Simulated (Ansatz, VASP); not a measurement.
**Sr in VASP and in Ansatz**

```
CELL_PARAMETERS angstrom
4.26536 0.00000 0.00000
-2.13268 3.69391 0.00000
0.00000 0.00000 7.18414
ATOMIC_POSITIONS crystal
Sr 0.33333 0.66667 0.25000
Sr 0.66667 0.33333 0.75000
```

Alike in both runs: task single point; functional PBEsol; k mesh 15 × 15 × 8; occupations gaussian, width 0.15 eV; no spin polarisation.

|  | VASP | Ansatz |
| --- | --- | --- |
| version | VASP 6.6.1 | Ansatz 0.2.0 |
| potentials or method | VASP PAW PBE potentials, release 64 (Sr_sv), cutoff 520 eV | scalar-relativistic, plane waves, PAW |
| valence electrons in the cell | 20 | 20 |

```tsv
	VASP	Ansatz	Ansatz less VASP
gap on the k mesh at the Fermi level (eV)	none	none	-
pressure (GPa)	-0.8	-0.8	-0.01
traceless stress, the component that is largest in VASP (GPa)	-0.35	-0.35	+0.002
```

VASP's potentials were made for PBE, not for PBEsol. A gap of «none» marks a metal or a gap that the smearing closes. The functional is the same, so the differences come from potentials, cutoffs and numerics.
